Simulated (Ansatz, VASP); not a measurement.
# One calculation of K, two programs

```
K
1.0
     4.30242    0.00000    0.00000
     0.00000    4.30242    0.00000
     0.00000    0.00000    4.30242
K
1
Direct
  0.00000 0.00000 0.00000
```

Alike in both runs: task single point; functional PBE; k mesh 10 × 10 × 10; occupations fermi-dirac, width 0.08 eV; no spin polarisation.

|  | VASP | Ansatz |
| --- | --- | --- |
| version | VASP 6.6.1 | Ansatz 0.2.0 |
| potentials or method | VASP PAW PBE potentials, release 64 (K_sv), cutoff 520 eV | all-electron LAPW, scalar-relativistic |

|  | VASP | Ansatz | Ansatz less VASP |
| --- | --- | --- | --- |
| pressure (GPa) | 0.0 | 0.0 | +0.01 |

Ansatz ran all-electron here, and VASP with PAW potentials.
